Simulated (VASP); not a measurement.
# Si2Mo (I4/mmm) in VASP: notebook, part 2 of 2

VASP 6.6.1.

### 3 Single point, BLYP+D4

This run uses another cell than the first one, of 13.36 Å³/atom, 1.019 times its volume.

Input file INCAR:

```
AGGAC = 1.0 ; AGGAX = 1.0
ALDAC = 0.0 ; ALDAX = 1.0
ALGO = Normal ; EDIFF = 1E-7
ENCUT = 520 ; GGA = B5
ISIF = 2 ; ISMEAR = -1
IVDW = 13 ; LASPH = True
LCHARG = False ; LREAL = False
LWAVE = False ; NBANDS = 18
NELM = 80 ; PREC = Accurate
SIGMA = 0.05 ; VDW_A1 = 0.44488865
VDW_A2 = 4.0933009 ; VDW_S6 = 1.0
VDW_S8 = 2.34076671
```

Input file KPOINTS:

```
k-points
0
Gamma
  12 12 12
```

Input file POSCAR:

```
Si2Mo
1.0
   -1.6021499204      1.6021499204      3.9037329635
    1.6021499204     -1.6021499204      3.9037329635
    1.6021499204      1.6021499204     -3.9037329635
Mo Si
1 2
Direct
    0.0000000000      0.0000000000      0.0000000000
    0.6645810516      0.6645810516      0.0000000000
    0.3354189484      0.3354189484      0.0000000000
```

Potentials or basis: VASP PAW PBE potentials, release 64 (Mo_sv, Si).

Started as:

```bash
> cat potpaw_PBE.64/Mo_sv/POTCAR potpaw_PBE.64/Si/POTCAR > POTCAR
> mpirun -np 1 vasp_std > vasp.out
```

OUTCAR:

```text
EDIFF = 1E-7
   ENCUT = 520
   GGA = B5
   ISIF = 2
   ISMEAR = -1
   IVDW = 13
   LASPH = True
   LREAL = False
   NELM = 80
   PREC = Accurate

 ion  position               nearest neighbor table
   1  0.000  0.000  0.000-   2 2.60   2 2.60   2 2.60   3 2.60   2 2.60   3 2.60   3 2.60   3 2.60
                             2 2.62   3 2.62
   2  0.665  0.665  0.000-   3 2.57   1 2.60   1 2.60   1 2.60   1 2.60   1 2.62   3 2.63   3 2.63
                             3 2.63   3 2.63
   3  0.335  0.335  0.000-   2 2.57   1 2.60   1 2.60   1 2.60   1 2.60   1 2.62   2 2.63   2 2.63
                             2 2.63   2 2.63

  LATTYP: Found a body centered tetragonal cell.
 ALAT       =     3.2042998408
 C/A-ratio  =     2.4365590971

  Lattice vectors:

 A1 = (  -1.6021499204,   1.6021499204,   3.9037329635)
 A2 = (   1.6021499204,  -1.6021499204,   3.9037329635)
 A3 = (   1.6021499204,   1.6021499204,  -3.9037329635)

Analysis of symmetry for initial positions (statically):
=====================================================================
 Subroutine PRICEL returns:
 Original cell was already a primitive cell.

 Routine SETGRP: Setting up the symmetry group for a
 body centered tetragonal supercell.

 Subroutine GETGRP returns: Found 16 space group operations
 (whereof 16 operations were pure point group operations)
 out of a pool of 16 trial point group operations.

The static configuration has the point symmetry D_4h.

Analysis of symmetry for dynamics (positions and initial velocities):
=====================================================================
 Subroutine PRICEL returns:
 Original cell was already a primitive cell.

 Routine SETGRP: Setting up the symmetry group for a
 body centered tetragonal supercell.

 Subroutine GETGRP returns: Found 16 space group operations
 (whereof 16 operations were pure point group operations)
 out of a pool of 16 trial point group operations.

[... 120 lines left out ...]
   IMIX   =      4    mixing-type and parameters
     AMIX     =   0.40;   BMIX     =  1.00
     AMIX_MAG =   1.60;   BMIX_MAG =  1.00
  volume/ion in A,a.u.               =      13.36        90.16
  Fermi-wavevector in a.u.,A,eV,Ry     =   1.340397  2.532984 24.445116  1.796665
  Thomas-Fermi vector in A             =   2.468713
   LORBIT       =      0    0 simple, 1 ext, 2 COOP (PROOUT), +10 PAW based schemes
   GGA     = B5    functional components
   LHFCALC =     F    Hartree Fock is set to
   AEXX    =    0.0000 exact exchange contribution
   IVDW    =    13    specifies the selected vdW correction
   LEPSILON=     F    determine dielectric tensor
   LRPA    =     F    only Hartree local field effects (RPA)
 non-spin polarized calculation
  energy-cutoff  :      520.00
  volume of cell :       40.08
 maximum number of plane-waves:      1099
 NGX is ok and might be reduce to    36
   NGX = 17   NGY = 17   NGZ = 17

 number of electron      22.0000000 magnetization

 Free energy of the ion-electron system (eV)
  ---------------------------------------------------
  ext. energy  EPLUGINS =         0.00000000
  ---------------------------------------------------
  free energy    TOTEN  =       -19.23086248 eV

  energy without entropy =      -19.22830723  energy(sigma->0) =      -19.22958486

 E-fermi :  12.7565     XC(G=0): -11.8026

 val. band max:       12.7543671392   @ k =  -0.2500  -0.3333   0.2500
 cond. band min:      12.7610820506   @ k =  -0.1667  -0.2500   0.1667
 fundamental gap:      0.0067149114
 Fermi energy:        12.7564932763

 k-point     1 :       0.0000    0.0000    0.0000
  band No.  band energies     occupation
      1     -47.7378      2.00000
      2     -22.0151      2.00000
      3     -21.9447      2.00000
      4     -21.9447      2.00000
      5      -0.5518      2.00000
      6       6.4960      2.00000
[... 481 lines left out ...]
      5       2.3516      2.00000
      6       4.8716      2.00000
[... 10 lines left out ...]
     17      20.1411      0.00000
     18      21.0357      0.00000

 [... further k-points ...]

------------------------ aborting loop because EDIFF is reached ----------------------------------------

  DFT-D4 for vdW energy calculation

  Edisp (eV):   -3.22066

  FORCE on cell =-STRESS in cart. coord.  units (eV):
  Direction    XX          YY          ZZ          XY          YZ          ZX
  --------------------------------------------------------------------------------------
  -------------------------------------------------------------------------------------
  Total       0.21125     0.21125     0.25204     0.00000    -0.00000     0.00000
  in kB       8.44421     8.44421    10.07485     0.00000    -0.00000     0.00000
  external pressure =        8.99 kB  Pullay stress =        0.00 kB

 VOLUME and BASIS-vectors are now :
 -----------------------------------------------------------------------------
  energy-cutoff  :      520.00
  volume of cell :       40.08
      direct lattice vectors                 reciprocal lattice vectors
    -1.602149920  1.602149920  3.903732963     0.000000000  0.312080657  0.128082531
     1.602149920 -1.602149920  3.903732963     0.312080657  0.000000000  0.128082531
     1.602149920  1.602149920 -3.903732963     0.312080657  0.312080657  0.000000000

 POSITION                                       TOTAL-FORCE (eV/Angst)
 -----------------------------------------------------------------------------------
      0.00000      0.00000      0.00000        -0.000000     -0.000000     -0.000000
      0.00000      0.00000      5.18869         0.000000      0.000000      0.006191
      0.00000      0.00000      2.61877        -0.000000     -0.000000     -0.006191
 -----------------------------------------------------------------------------------
    total drift:                               -0.000000      0.000000     -0.000000

  FREE ENERGIE OF THE ION-ELECTRON SYSTEM (eV)
  ---------------------------------------------------
  free  energy   TOTEN  =       -22.4515185458 eV

  energy  without entropy=      -22.4489633006  energy(sigma->0) =      -22.45024092
```

stdout:

```text
POSCAR found type information on POSCAR MoSi
 POSCAR found :  2 types and       3 ions
 scaLAPACK will be used
 -----------------------------------------------------------------------------
|                                                                             |
|                                                                             |
|     You enforced a specific xc type in the INCAR file but a different       |
|     I HOPE YOU KNOW WHAT YOU ARE DOING!                                     |
|                                                                             |
 -----------------------------------------------------------------------------

 LDA part: xc-table for (Slater(with rela. corr.)+VWN5), standard interpolation
 POSCAR, INCAR and KPOINTS ok, starting setup
 FFT: planning ... GRIDC
 FFT: planning ... GRID_SOFT
 FFT: planning ... GRID
 WAVECAR not read
 entering main loop
```

Wall time 1.9 min (1 thread of Intel Xeon 6975P-C (Granite Rapids), shared host); peak memory 0.26 GiB.

What came out:

* Free energy: -22.4515 eV
* Pressure: 0.9 GPa
* Largest force: 0.006 eV/Å
* Band gap on the k mesh: zero (band 11 reaches 13.20 eV, above the bottom of band 12 at 12.29 eV)
* Dispersion energy per atom: -1.074 eV

Forces in eV/Å, atoms in the order of the input:
```
Mo   0.000  0.000  0.000
Si   0.000  0.000  0.006
Si   0.000  0.000 -0.006
```

Stress tensor (GPa, compression positive):
```
0.84 0.00 0.00
0.00 0.84 0.00
0.00 0.00 1.01
```

Caveat: the PAW data sets were made with another functional, which shifts forces and pressure a little; pairwise dispersion overbinds metals, which lowers pressure and volume.

### 4 Single point, PBE

This run uses another cell than the first one, of 13.42 Å³/atom, 1.023 times its volume.

Input file INCAR:

```
ALGO = Normal
EDIFF = 1E-6
ENCUT = 520
GGA = PE
ISIF = 2
ISMEAR = 0
LASPH = T
LCHARG = F
LREAL = F
LWAVE = F
NBANDS = 18
NELM = 60
PREC = Accurate
SIGMA = 0.028999999999999998
```

KPOINTS is that of step 3.

Input file POSCAR:

```
Si2Mo
1.0
   -1.6000000000      1.6000000000      3.9305000000
    1.6000000000     -1.6000000000      3.9305000000
    1.6000000000      1.6000000000     -3.9305000000
Mo Si
1 2
Direct
    0.0000000000      0.0000000000      0.0000000000
    0.6670000000      0.6670000000      0.0000000000
    0.3330000000      0.3330000000      0.0000000000
```

Potentials or basis: VASP PAW PBE potentials, release 64 (Mo_sv, Si).

Started as:

```bash
> cat potpaw_PBE.64/Mo_sv/POTCAR potpaw_PBE.64/Si/POTCAR > POTCAR
> mpirun -np 1 vasp_std > vasp.out
```

OUTCAR:

```text
EDIFF = 1E-6
   ENCUT = 520
   GGA = PE
   ISIF = 2
   ISMEAR = 0
   LASPH = T
   LREAL = F
   NELM = 60
   PREC = Accurate

 ion  position               nearest neighbor table
   1  0.000  0.000  0.000-   2 2.62   3 2.62   2 2.62   3 2.62   2 2.62   3 2.62   3 2.62   2 2.62
                             2 2.62   3 2.62
   2  0.667  0.667  0.000-   3 2.61   3 2.61   3 2.61   3 2.61   1 2.62   1 2.62   1 2.62   1 2.62
                             1 2.62   3 2.63
   3  0.333  0.333  0.000-   2 2.61   2 2.61   2 2.61   2 2.61   1 2.62   1 2.62   1 2.62   1 2.62
                             1 2.62   2 2.63

  LATTYP: Found a body centered tetragonal cell.
 ALAT       =     3.2000000000
 C/A-ratio  =     2.4565625000

  Lattice vectors:

 A1 = (  -1.6000000000,   1.6000000000,   3.9305000000)
 A2 = (   1.6000000000,  -1.6000000000,   3.9305000000)
 A3 = (   1.6000000000,   1.6000000000,  -3.9305000000)

Analysis of symmetry for initial positions (statically):
=====================================================================
 Subroutine PRICEL returns:
 Original cell was already a primitive cell.

 Routine SETGRP: Setting up the symmetry group for a
 body centered tetragonal supercell.

 Subroutine GETGRP returns: Found 16 space group operations
 (whereof 16 operations were pure point group operations)
 out of a pool of 16 trial point group operations.

The static configuration has the point symmetry D_4h.

Analysis of symmetry for dynamics (positions and initial velocities):
=====================================================================
 Subroutine PRICEL returns:
 Original cell was already a primitive cell.

 Routine SETGRP: Setting up the symmetry group for a
 body centered tetragonal supercell.

 Subroutine GETGRP returns: Found 16 space group operations
 (whereof 16 operations were pure point group operations)
 out of a pool of 16 trial point group operations.
[... 115 lines left out ...]
   NUPDOWN=      -1.0000    fix difference up-down
   EMIN   =  10.00;   EMAX   =-10.00  energy-range for DOS
   EFERMI =   0.00;   METHOD = LEGACY
   ISMEAR =     0;   SIGMA  =   0.03  broadening in eV -4-tet -1-fermi 0-gaus
   EFERMI_NEDOS =   21; number of points for ismear=-14 and -15
   IALGO  =     38    algorithm
   IMIX   =      4    mixing-type and parameters
     AMIX     =   0.40;   BMIX     =  1.00
     AMIX_MAG =   1.60;   BMIX_MAG =  1.00
  volume/ion in A,a.u.               =      13.42        90.54
  Fermi-wavevector in a.u.,A,eV,Ry     =   1.338546  2.529484 24.377614  1.791704
  Thomas-Fermi vector in A             =   2.467007
   LORBIT       =      0    0 simple, 1 ext, 2 COOP (PROOUT), +10 PAW based schemes
   GGA     = PE    functional components
   LHFCALC =     F    Hartree Fock is set to
   AEXX    =    0.0000 exact exchange contribution
   IVDW    =     0    specifies the selected vdW correction
   LEPSILON=     F    determine dielectric tensor
   LRPA    =     F    only Hartree local field effects (RPA)
 non-spin polarized calculation
 Gauss-broadening in eV      SIGMA  =   0.03
  energy-cutoff  :      520.00
  volume of cell :       40.25
 maximum number of plane-waves:      1112
 NGX is ok and might be reduce to    36
   NGX = 17   NGY = 17   NGZ = 17

 number of electron      22.0000000 magnetization

 Free energy of the ion-electron system (eV)
  ---------------------------------------------------
  ext. energy  EPLUGINS =         0.00000000
  ---------------------------------------------------
  free energy    TOTEN  =       -23.25226112 eV

  energy without entropy =      -23.25207668  energy(sigma->0) =      -23.25216890

 E-fermi :  12.3093     XC(G=0): -12.4280

 val. band max:       12.2039313190   @ k =  -0.3333  -0.4167   0.3333
 cond. band min:      12.3158533874   @ k =   0.0833  -0.0000   0.0000
 fundamental gap:      0.1119220684
 Fermi energy:        12.3092541909

 k-point     1 :       0.0000    0.0000    0.0000
  band No.  band energies     occupation
      1     -48.4679      2.00000
      2     -22.6303      2.00000
      3     -22.5334      2.00000
      4     -22.5334      2.00000
      5      -1.1899      2.00000
      6       5.9293      2.00000
[... 481 lines left out ...]
      5       1.7500      2.00000
      6       4.2599      2.00000
[... 10 lines left out ...]
     17      19.5929      0.00000
     18      20.4376      0.00000

 [... further k-points ...]
[... 5 lines left out ...]
  --------------------------------------------------------------------------------------
  -------------------------------------------------------------------------------------
  Total        0.6997835      0.6997835      0.4083480      0.0000000     -0.0000000      0.0000000
  in kB       27.8564979     27.8564979     16.2552363      0.0000000     -0.0000000      0.0000000
  external PRESSURE =      23.9894107 kB  Pullay stress =       0.0000000 kB

 VOLUME and BASIS-vectors are now :
 -----------------------------------------------------------------------------
  energy-cutoff  :      520.00
  volume of cell :       40.25
      direct lattice vectors                 reciprocal lattice vectors
    -1.600000000  1.600000000  3.930500000     0.000000000  0.312500000  0.127210279
     1.600000000 -1.600000000  3.930500000     0.312500000  0.000000000  0.127210279
     1.600000000  1.600000000 -3.930500000     0.312500000  0.312500000  0.000000000

 POSITION                                       TOTAL-FORCE (eV/Angst)
 -----------------------------------------------------------------------------------
      0.00000      0.00000      0.00000        -0.000000     -0.000000      0.000000
      0.00000      0.00000      5.24329         0.000000      0.000000     -0.271584
      0.00000      0.00000      2.61771         0.000000      0.000000      0.271584
 -----------------------------------------------------------------------------------
    total drift:                                0.000000      0.000000     -0.000000

  FREE ENERGIE OF THE ION-ELECTRON SYSTEM (eV)
  ---------------------------------------------------
  free  energy   TOTEN  =       -23.2522611183 eV

  energy  without entropy=      -23.2520766774  energy(sigma->0) =      -23.25216890
```

stdout:

```text
POSCAR found type information on POSCAR MoSi
 POSCAR found :  2 types and       3 ions
 scaLAPACK will be used
 LDA part: xc-table for (Slater+PW92), standard interpolation
 POSCAR, INCAR and KPOINTS ok, starting setup
 FFT: planning ... GRIDC
 FFT: planning ... GRID_SOFT
 FFT: planning ... GRID
 WAVECAR not read
 entering main loop
```

Run time: 93 s. Hardware: 1 thread of Intel Xeon 6975P-C (Granite Rapids), shared host; peak memory 0.27 GiB.

What came out:

| Property | Result |
| --- | --- |
| Free energy | -23.2523 eV |
| Pressure | 2.4 GPa |
| Largest force | 0.272 eV/Å |
| Band gap on the k mesh | zero (band 11 reaches 12.78 eV, above the bottom of band 12 at 11.74 eV) |

Forces on the atoms (eV/Å):
```
Mo   0.000  0.000  0.000
Si   0.000  0.000 -0.272
Si   0.000  0.000  0.272
```

Stress tensor (GPa, compression positive):
```
2.79 0.00 0.00
0.00 2.79 0.00
0.00 0.00 1.63
```

### 5 Single point, PBE

This run uses another cell than the first one, of 13.42 Å³/atom, 1.023 times its volume.

Input file INCAR:

```
PREC = Accurate ; ENCUT = 520
EDIFF = 1E-6 ; ISMEAR = 0
SIGMA = 0.03 ; LREAL = F
LASPH = T ; NELM = 80
ALGO = Normal ; ISIF = 2
LWAVE = F ; LCHARG = F
GGA = PE ; NBANDS = 18
```

Input file KPOINTS:

```
regular mesh
0
Gamma
  12 12 12
```

POSCAR is that of step 4.

Started as:

```bash
> cat potpaw_PBE.64/Mo_sv/POTCAR potpaw_PBE.64/Si/POTCAR > POTCAR
> mpirun -np 1 vasp_std > vasp.out
```

It took 86 s on 1 thread of Intel Xeon 6975P-C (Granite Rapids), shared host; peak memory 0.27 GiB.

Results (log left out):

| Item | Value |
| --- | --- |
| Free energy | -23.2523 eV |
| Pressure | 2.4 GPa |
| Largest force | 0.272 eV/Å |
| Band gap on the k mesh | zero (band 11 reaches 12.78 eV, above the bottom of band 12 at 11.74 eV) |

Forces in eV/Å, atoms in the order of the input:
```
Mo   0.000  0.000  0.000
Si   0.000  0.000 -0.272
Si   0.000  0.000  0.272
```

Stress tensor (GPa, compression positive):
```
2.79 0.00 0.00
0.00 2.79 0.00
0.00 0.00 1.63
```

Levels at points of the mesh, in eV from the Fermi level:
```tsv
k point	band 7	band 8	band 9	band 10	band 11	band 12	band 13	band 14	band 15	band 16
(0.00, 0.00, 0.00)	-3.51	-3.06	-2.70	-2.70	0.37	3.04	3.07	3.60	3.60	4.03
(0.50, 0.00, 0.00)	-4.95	-4.51	-2.65	-2.55	-0.56	2.23	2.98	3.99	4.21	5.43
(0.50, 0.50, 0.00)	-5.74	-5.32	-4.53	-3.10	-1.17	2.28	2.67	2.97	3.21	4.77
(0.50, 0.50, 0.50)	-3.54	-2.32	-0.63	-0.63	-0.57	-0.57	0.51	4.58	5.12	5.86
```

### 6 The runs side by side

```csv
level,cell,smearing,gap on the mesh (eV),pressure (GPa),largest force (eV/Å)
BLYP+D3(BJ),"a = 4.489 Å, angles 138.5, 138.5, 60.2°, 3 atoms",fermi-dirac 0.05 eV,none,1.0,-
BLYP+D4,"a = 4.514 Å, angles 138.4, 138.4, 60.3°, 3 atoms",fermi-dirac 0.05 eV,none,0.9,0.01
PBE,"a = 4.535 Å, angles 138.7, 138.7, 59.9°, 3 atoms",gaussian 0.029 eV,none,2.4,0.27
PBE,"a = 4.535 Å, angles 138.7, 138.7, 59.9°, 3 atoms",gaussian 0.03 eV,none,2.4,0.27
```

Alike in all rows: task single point; potentials or basis VASP PAW PBE potentials, release 64 (Mo_sv, Si); no spin polarisation; k mesh 12 × 12 × 12; cutoff (eV) 520.

Caveats: the PAW data sets were made with another functional, which shifts forces and pressure a little (some runs); pairwise dispersion overbinds metals, which lowers pressure and volume (some runs).

Total energies depend on the potentials used, so only differences within one code and one set of settings carry meaning.
